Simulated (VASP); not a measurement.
Runs of VASP 6.6.1 on MgO. The structure is that of space group Fm-3m (No. 225), or close to it. The cells are those of the table. 

| level | cell | k mesh | smearing | gap on the mesh (eV) | pressure (GPa) |
| --- | --- | --- | --- | --- | --- |
| r2SCAN | a = 3.047 Å, angles 60.0°, 2 atoms | 10 × 10 × 10 | gaussian 0.01 eV | 4.94 | -11.7 |
| PBE | a = 3.003 Å, angles 59.3°, 2 atoms | 10 × 10 × 10 | fermi-dirac 0.02 eV | 4.59 | 2.4 |
| r2SCAN | a = 2.973, b = 3.010, c = 3.010 Å, angles 59.2, 60.4, 60.4°, 2 atoms | 10 × 10 × 10 | gaussian 0.01 eV | 5.37 | -4.8 |
| PBE | a = 2.973 Å, angles 60.0°, 2 atoms | 10 × 10 × 10 | fermi-dirac 0.02 eV | 4.78 | 4.9 |
| PBE | a = 2.973 Å, angles 60.0°, 2 atoms | 6 × 6 × 6 | gaussian 0.01 eV | 4.78 | 4.9 |
| PBE | a = 3.018, b = 3.018, c = 2.973 Å, angles 60.5, 60.5, 59.0°, 2 atoms | 10 × 10 × 10 | fermi-dirac 0.02 eV | (b) | 0.4 |
| PBE | a = 2.973, b = 2.973, c = 2.899 Å, angles 60.8, 60.8, 61.7°, 2 atoms | 10 × 10 × 10 | fermi-dirac 0.02 eV | (a) | 5.0 |

Alike in all rows: task single point; potentials or basis VASP PAW PBE potentials, release 64 (Mg, O); no spin polarisation; cutoff (eV) 520.

Question: Fill in the values left out.

Answer: (a) 4.56; (b) 4.45.

Caveats: some runs use coarse meshes; the PAW data sets were made with another functional, which shifts forces and pressure a little (some runs).

